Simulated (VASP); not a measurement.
# SrO (I4/mmm) in VASP: a series of runs

SrO is run at these levels: PBE, r2SCAN; tasks: single point.

All numbers are computed with VASP 6.6.1; they aren't measurements. Logs are shortened: lines on timing, memory, paths and dates and some standing lists are left out, and cuts for length are marked.

**1. The cell of the first run**

Symmetry: I4/mmm, No. 139, tetragonal system. The conventional cell has a = 3.826 Å, b = 3.826 Å, c = 5.041 Å, α = 90.00°, β = 90.00°, γ = 90.00°. Within 3.3 Å of Sr (site symmetry 4/mmm) lie 6 O at 2.52 to 2.71 Å. O (site symmetry 4/mmm) has 6 Sr at 2.52 to 2.71 Å within 3.3 Å.

**2. Single point, PBE (epitaxial xy strain +4.9%)**

Input file INCAR:

```
ALGO     = Normal         # electronic algorithm
EDIFF    = 1E-6           # SCF threshold, eV
ENCUT    = 520            # plane-wave cutoff, eV
GGA      = PE             # functional
ISIF     = 2              # what is computed and relaxed
ISMEAR   = -1             # smearing method
LASPH    = T              # aspherical terms in the spheres
LCHARG   = F              # write CHGCAR
LREAL    = F              # projectors in reciprocal space
LWAVE    = F              # write WAVECAR
NBANDS   = 15             # bands
NELM     = 60             # most SCF steps
PREC     = Accurate       # precision mode
SIGMA    = 0.02           # smearing width, eV
```

Input file KPOINTS:

```
k-points
0
Gamma
  8 8 8
```

Input file POSCAR:

```
SrO
1.0
    0.0000000000      2.7052755026      2.5205357413
    2.7052755026      0.0000000000      2.5205357413
    2.7052755026      2.7052755026      0.0000000000
Sr O
1 1
Direct
    0.5000000000      0.5000000000      0.5000000000
    0.0000000000      0.0000000000      0.0000000000
```

Potentials or basis: VASP PAW PBE potentials, release 64 (Sr_sv, O).

On the command line:

```bash
> cat potpaw_PBE.64/Sr_sv/POTCAR potpaw_PBE.64/O/POTCAR > POTCAR
> mpirun -np 1 vasp_std > vasp.out
```

OUTCAR:

```text
EDIFF = 1E-6
   ENCUT = 520
   GGA = PE
   ISIF = 2
   ISMEAR = -1
   LASPH = T
   LREAL = F
   NELM = 60
   PREC = Accurate

 ion  position               nearest neighbor table
   1  0.500  0.500  0.500-   2 2.52   2 2.52   2 2.71   2 2.71   2 2.71   2 2.71
   2  0.000  0.000  0.000-   1 2.52   1 2.52   1 2.71   1 2.71   1 2.71   1 2.71

  LATTYP: Found a body centered tetragonal cell.
 ALAT       =     3.8258373057
 C/A-ratio  =     1.3176387493

  Lattice vectors:

 A1 = (   0.0000000000,  -2.7052755026,  -2.5205357413)
 A2 = (   0.0000000000,   2.7052755026,  -2.5205357413)
 A3 = (   2.7052755026,   0.0000000000,   2.5205357413)

Analysis of symmetry for initial positions (statically):
=====================================================================
 Subroutine PRICEL returns:
 Original cell was already a primitive cell.

 Routine SETGRP: Setting up the symmetry group for a
 body centered tetragonal supercell.

 Subroutine GETGRP returns: Found 16 space group operations
 (whereof 16 operations were pure point group operations)
 out of a pool of 16 trial point group operations.

The static configuration has the point symmetry D_4h.

Analysis of symmetry for dynamics (positions and initial velocities):
=====================================================================
 Subroutine PRICEL returns:
 Original cell was already a primitive cell.

 Routine SETGRP: Setting up the symmetry group for a
 body centered tetragonal supercell.

 Subroutine GETGRP returns: Found 16 space group operations
 (whereof 16 operations were pure point group operations)
 out of a pool of 16 trial point group operations.

The dynamic configuration has the point symmetry D_4h.

 Subroutine INISYM returns: Found 16 space group operations
 (whereof 16 operations are pure point group operations),
 and found     1 'primitive' translations

----------------------------------------------------------------------------------------

                                     Primitive cell

  volume of cell :      36.8932

  direct lattice vectors                    reciprocal lattice vectors
     0.000000000  2.705275503  2.520535741    -0.184824059  0.184824059  0.198370526
     2.705275503  0.000000000  2.520535741     0.184824059 -0.184824059  0.198370526
     2.705275503  2.705275503  0.000000000     0.184824059  0.184824059 -0.198370526

  length of vectors
     3.697514837  3.697514837  3.825837306     0.328132186  0.328132186  0.328132186

  position of ions in fractional coordinates (direct lattice)
     0.500000000  0.500000000  0.500000000
     0.000000000  0.000000000  0.000000000

  ion indices of the primitive-cell ions
   primitive index   ion index
                 1           1
                 2           2

----------------------------------------------------------------------------------------

 KPOINTS: k-points

Automatic generation of k-mesh.
 Grid dimensions read from file:
 generate k-points for:    8    8    8

 Generating k-lattice:

  Cartesian coordinates                     Fractional coordinates (reciprocal lattice)
    -0.023103007  0.023103007  0.024796316     0.125000000 -0.000000000  0.000000000
     0.023103007 -0.023103007  0.024796316    -0.000000000  0.125000000  0.000000000
     0.023103007  0.023103007 -0.024796316     0.000000000  0.000000000  0.125000000

  Length of vectors
     0.041016523  0.041016523  0.041016523

  Shift w.r.t. Gamma in fractional coordinates (k-lattice)
     0.000000000  0.000000000  0.000000000

 Subroutine IBZKPT returns following result:
 ===========================================

 Found     59 irreducible k-points:

 Following reciprocal coordinates:
            Coordinates               Weight
  0.000000  0.000000  0.000000      1.000000
  0.125000  0.000000  0.000000      8.000000
  0.250000  0.000000  0.000000      8.000000
  0.375000  0.000000  0.000000      8.000000
  0.500000  0.000000  0.000000      4.000000
  0.125000  0.125000  0.000000      2.000000
[... 16 lines left out ...]
  0.250000  0.000000  0.125000     16.000000
  0.375000  0.000000  0.125000     16.000000
 [... further k-points ...]
   k-points           NKPTS =     59   k-points in BZ     NKDIM =     59   number of bands    NBANDS=     15
   number of dos      NEDOS =    301   number of ions     NIONS =      2
   total plane-waves  NPLWV =  21952
   dimension x,y,z NGX =    28 NGY =   28 NGZ =   28
   dimension x,y,z NGXF=    56 NGYF=   56 NGZF=   56
   ions per type =               1   1
   NGX,Y,Z   is equivalent  to a cutoff of  12.59, 12.59, 12.17 a.u.
   NGXF,Y,Z  is equivalent  to a cutoff of  25.18, 25.18, 24.33 a.u.
 SYSTEM =  unknown system
   PREC   = accura    normal or accurate (medium, high low for compatibility)
   ISTART =      0    job   : 0-new  1-cont  2-samecut
   ICHARG =      2    charge: 1-file 2-atom 10-const
   ISPIN  =      1    spin polarized calculation?
   LNONCOLLINEAR =      F non collinear calculations
   LSORBIT =      F    spin-orbit coupling
   LASPH  =      T    aspherical Exc in radial PAW
   ENCUT  =  520.0 eV  38.22 Ry    6.18 a.u.   6.87  6.87  7.11*2*pi/ulx,y,z
   NELM   =     60;   NELMIN=  2; NELMDL= -5     # of ELM steps
   EDIFF  = 0.1E-05   stopping-criterion for ELM
   LREAL  =      F    real-space projection
[... 7 lines left out ...]
   TEBEG  =    0.0;   TEEND  =   0.0 temperature during run
   PSTRESS=    0.0 pullay stress
   NELECT =      16.0000    total number of electrons
   NUPDOWN=      -1.0000    fix difference up-down
   EMIN   =  10.00;   EMAX   =-10.00  energy-range for DOS
   EFERMI =   0.00;   METHOD = LEGACY
   ISMEAR =    -1;   SIGMA  =   0.02  broadening in eV -4-tet -1-fermi 0-gaus
   EFERMI_NEDOS =   21; number of points for ismear=-14 and -15
   IALGO  =     38    algorithm
   IMIX   =      4    mixing-type and parameters
     AMIX     =   0.40;   BMIX     =  1.00
     AMIX_MAG =   1.60;   BMIX_MAG =  1.00
  volume/ion in A,a.u.               =      18.45       124.48
  Fermi-wavevector in a.u.,A,eV,Ry     =   1.239176  2.341702 20.892512  1.535556
  Thomas-Fermi vector in A             =   2.373670
   LORBIT       =      0    0 simple, 1 ext, 2 COOP (PROOUT), +10 PAW based schemes
   GGA     = PE    functional components
   LHFCALC =     F    Hartree Fock is set to
   AEXX    =    0.0000 exact exchange contribution
   IVDW    =     0    specifies the selected vdW correction
   LEPSILON=     F    determine dielectric tensor
   LRPA    =     F    only Hartree local field effects (RPA)
 non-spin polarized calculation
  energy-cutoff  :      520.00
  volume of cell :       36.89
 maximum number of plane-waves:      1026
   NGX = 13   NGY = 13   NGZ = 15

 number of electron      16.0000004 magnetization

 Free energy of the ion-electron system (eV)
  ---------------------------------------------------
  ext. energy  EPLUGINS =         0.00000000
  ---------------------------------------------------
  free energy    TOTEN  =       -12.00064181 eV

  energy without entropy =      -12.00064181  energy(sigma->0) =      -12.00064181

 E-fermi :   1.9029     XC(G=0):  -9.6370

 val. band max:        1.4469515284   @ k =   0.0000   0.0000   0.0000
 cond. band min:       4.4340359282   @ k =   0.5000   0.5000   0.0000
 fundamental gap:      2.9870843998
 Fermi energy:         1.9029380954

 k-point     1 :       0.0000    0.0000    0.0000
  band No.  band energies     occupation
      1     -31.3716      2.00000
      2     -13.7037      2.00000
      3     -13.1065      2.00000
      4     -13.1065      2.00000
      5     -13.0544      2.00000
      6       1.2284      2.00000
      7       1.2284      2.00000
      8       1.4470      2.00000
      9       4.6352      0.00000
     10       7.1916      0.00000
     11       7.1916      0.00000
     12       7.6642      0.00000
     13       8.8759      0.00000
     14       9.9009      0.00000
     15      13.6438      0.00000

 k-point     2 :       0.1250    0.0000    0.0000
  band No.  band energies     occupation
      1     -31.3576      2.00000
      2     -14.1048      2.00000
      3     -13.1232      2.00000
      4     -13.0904      2.00000
      5     -12.7051      2.00000
      6       0.8472      2.00000
      7       1.0679      2.00000
      8       1.2069      2.00000
      9       5.2948      0.00000
     10       7.1653      0.00000
     11       7.4936      0.00000
     12       7.7985      0.00000
     13       9.2192      0.00000
     14      10.2811      0.00000
     15      14.5547      0.00000

 k-point     3 :       0.2500    0.0000    0.0000
  band No.  band energies     occupation
      1     -31.3235      2.00000
      2     -14.6377      2.00000
      3     -13.1631      2.00000
      4     -13.1044      2.00000
      5     -12.2441      2.00000
      6       0.0948      2.00000
      7       0.7191      2.00000
      8       0.7789      2.00000
      9       6.6895      0.00000
     10       7.1652      0.00000
     11       8.2982      0.00000
     12       8.4591      0.00000
     13      10.1038      0.00000
     14      11.2091      0.00000
     15      16.2468      0.00000
[... 343 lines left out ...]
 k-point    23 :       0.2500    0.0000    0.1250
  band No.  band energies     occupation
      1     -31.3282      2.00000
      2     -14.4119      2.00000
      3     -13.1726      2.00000
      4     -13.1357      2.00000
      5     -12.5029      2.00000
      6       0.1553      2.00000
      7       0.9341      2.00000
      8       1.1411      2.00000
      9       6.4238      0.00000
     10       6.4485      0.00000
     11       8.4527      0.00000
     12       8.7589      0.00000
     13      10.0683      0.00000
     14      10.6731      0.00000
     15      16.2443      0.00000

 k-point    24 :       0.3750    0.0000    0.1250
  band No.  band energies     occupation
      1     -31.2939      2.00000
      2     -14.8029      2.00000
      3     -13.2280      2.00000
      4     -13.1644      2.00000
      5     -12.1864      2.00000
      6      -0.2240      2.00000
      7       0.5379      2.00000
      8       0.7266      2.00000
      9       6.8000      0.00000
     10       7.7077      0.00000
     11       9.2108      0.00000
     12       9.5497      0.00000
     13      11.0869      0.00000
     14      11.6270      0.00000
     15      15.7660      0.00000

 [... further k-points ...]
[... 5 lines left out ...]
  --------------------------------------------------------------------------------------
  -------------------------------------------------------------------------------------
  Total       -1.1520284     -1.1520284      0.5192810      0.0000000      0.0000000     -0.0000000
  in kB      -50.0297011    -50.0297011     22.5510695      0.0000000      0.0000000     -0.0000000
  external PRESSURE =     -25.8361109 kB  Pullay stress =       0.0000000 kB

 VOLUME and BASIS-vectors are now :
 -----------------------------------------------------------------------------
  energy-cutoff  :      520.00
  volume of cell :       36.89
      direct lattice vectors                 reciprocal lattice vectors
     0.000000000  2.705275503  2.520535741    -0.184824059  0.184824059  0.198370526
     2.705275503  0.000000000  2.520535741     0.184824059 -0.184824059  0.198370526
     2.705275503  2.705275503  0.000000000     0.184824059  0.184824059 -0.198370526

 POSITION                                       TOTAL-FORCE (eV/Angst)
 -----------------------------------------------------------------------------------
      2.70528      2.70528      2.52054         0.000000      0.000000      0.000000
      0.00000      0.00000      0.00000         0.000000      0.000000     -0.000000
 -----------------------------------------------------------------------------------
    total drift:                                0.000000      0.000000      0.000000

  FREE ENERGIE OF THE ION-ELECTRON SYSTEM (eV)
  ---------------------------------------------------
  free  energy   TOTEN  =       -12.0006418103 eV

  energy  without entropy=      -12.0006418103  energy(sigma->0) =      -12.00064181
```

Run time: 20 s. Hardware: 1 thread of Intel Xeon Platinum 8488C (Sapphire Rapids), shared host; peak memory 0.18 GiB.

What came out:

- Free energy: -12.0006 eV
- Pressure: -2.6 GPa
- Band gap on the k mesh: 2.99 eV, indirect (least direct gap 3.19 eV)

Levels at points of the mesh, in eV from the valence-band top:
| k point | band 6 | band 7 | band 8 | band 9 | band 10 | band 11 |
| --- | --- | --- | --- | --- | --- | --- |
| (0.00, 0.00, 0.00) | -0.22 | -0.22 | 0.00 | 3.19 | 5.74 | 5.74 |
| (0.50, 0.00, 0.00) | -2.17 | -1.17 | -1.15 | 6.03 | 7.63 | 8.19 |
| (0.50, 0.50, 0.00) | -0.43 | -0.37 | -0.37 | 2.99 | 7.13 | 9.48 |
| (0.50, 0.00, 0.50) | -0.82 | -0.35 | -0.10 | 3.26 | 6.98 | 9.36 |

Caveat: the cell differs from its parent crystal (epitaxial xy strain +4.9%).

**3. Single point, r2SCAN (epitaxial xy strain +4.9%)**

POSCAR is that of step 2.

Input file INCAR.step1:

```
SYSTEM = SrO
  PREC = Accurate
  ENCUT = 520
  ISMEAR = 0
  SIGMA = 0.01
  LREAL = .FALSE.
  LASPH = .TRUE.
  NELM = 100
  NBANDS = 15
  GGA = PE
  ALGO = Normal
  EDIFF = 1E-4
  LWAVE = .TRUE.
  LCHARG = .FALSE.
```

Input file INCAR.step2:

```
SYSTEM = SrO
  PREC = Accurate
  ENCUT = 520
  EDIFF = 1E-6
  ISMEAR = 0
  SIGMA = 0.01
  LREAL = .FALSE.
  LASPH = .TRUE.
  NELM = 100
  ALGO = Normal
  ISIF = 2
  LWAVE = .FALSE.
  LCHARG = .FALSE.
  METAGGA = R2SCAN
  LMIXTAU = .TRUE.
  NBANDS = 15
  ISTART = 1
```

Input file KPOINTS:

```
Automatic mesh
0
G
  8 8 8
  0 0 0
```

Potentials or basis: VASP PAW PBE potentials, release 64 (Sr_sv, O).

On the command line:

```bash
> cat potpaw_PBE.64/Sr_sv/POTCAR potpaw_PBE.64/O/POTCAR > POTCAR
> cp INCAR.step1 INCAR
> mpirun -np 1 vasp_std > vasp.out
> cp INCAR.step2 INCAR
> mpirun -np 1 vasp_std > vasp.out
```

OUTCAR:

```text
SYSTEM = SrO
   PREC = Accurate
   ENCUT = 520
   EDIFF = 1E-6
   ISMEAR = 0
   LREAL = .FALSE.
   LASPH = .TRUE.
   NELM = 100
   ISIF = 2
   METAGGA = R2SCAN
   ISTART = 1

 ion  position               nearest neighbor table
   1  0.500  0.500  0.500-   2 2.52   2 2.52   2 2.71   2 2.71   2 2.71   2 2.71
   2  0.000  0.000  0.000-   1 2.52   1 2.52   1 2.71   1 2.71   1 2.71   1 2.71

  LATTYP: Found a body centered tetragonal cell.
 ALAT       =     3.8258373057
 C/A-ratio  =     1.3176387493

  Lattice vectors:

 A1 = (   0.0000000000,  -2.7052755026,  -2.5205357413)
 A2 = (   0.0000000000,   2.7052755026,  -2.5205357413)
[... 610 lines left out ...]
     12       9.8484      0.00000
     13      11.5009      0.00000
     14      12.0666      0.00000
     15      16.3234      0.00000

 [... further k-points ...]
[... 5 lines left out ...]
  --------------------------------------------------------------------------------------
  -------------------------------------------------------------------------------------
  Total       -1.6026180     -1.6026180      0.1551513      0.0000000     -0.0000000      0.0000000
  in kB      -69.5976763    -69.5976763      6.7378332      0.0000000     -0.0000000      0.0000000
  external PRESSURE =     -44.1525065 kB  Pullay stress =       0.0000000 kB

 VOLUME and BASIS-vectors are now :
 -----------------------------------------------------------------------------
  energy-cutoff  :      520.00
  volume of cell :       36.89
      direct lattice vectors                 reciprocal lattice vectors
     0.000000000  2.705275503  2.520535741    -0.184824059  0.184824059  0.198370526
     2.705275503  0.000000000  2.520535741     0.184824059 -0.184824059  0.198370526
     2.705275503  2.705275503  0.000000000     0.184824059  0.184824059 -0.198370526

 POSITION                                       TOTAL-FORCE (eV/Angst)
 -----------------------------------------------------------------------------------
      2.70528      2.70528      2.52054        -0.000000     -0.000000     -0.000000
      0.00000      0.00000      0.00000         0.000000      0.000000      0.000000
 -----------------------------------------------------------------------------------
    total drift:                                0.000000      0.000000      0.000000

  FREE ENERGIE OF THE ION-ELECTRON SYSTEM (eV)
  ---------------------------------------------------
  free  energy   TOTEN  =       -26.9772648296 eV

  energy  without entropy=      -26.9772648296  energy(sigma->0) =      -26.97726483
```

OUTCAR.step1:

```text
SYSTEM = SrO
   PREC = Accurate
   ENCUT = 520
   ISMEAR = 0
   LREAL = .FALSE.
   LASPH = .TRUE.
[... 654 lines left out ...]
      2.70528      2.70528      2.52054         0.000000      0.000000     -0.000000
      0.00000      0.00000      0.00000        -0.000000     -0.000000      0.000000
 -----------------------------------------------------------------------------------
    total drift:                                0.000000      0.000000      0.000000

  FREE ENERGIE OF THE ION-ELECTRON SYSTEM (eV)
  ---------------------------------------------------
  free  energy   TOTEN  =       -12.0006421152 eV

  energy  without entropy=      -12.0006421152  energy(sigma->0) =      -12.00064212
```

Wall time 87 s (1 thread of Intel Xeon Platinum 8488C (Sapphire Rapids), shared host); peak memory 0.18 GiB.

Results:

| Item | Value |
| --- | --- |
| Free energy | -26.9773 eV |
| Pressure | -4.4 GPa |
| Band gap on the k mesh | 3.45 eV, indirect (least direct gap 3.82 eV) |

Caveat: the cell differs from its parent crystal (epitaxial xy strain +4.9%); the PAW data sets were made with another functional, which shifts forces and pressure a little.
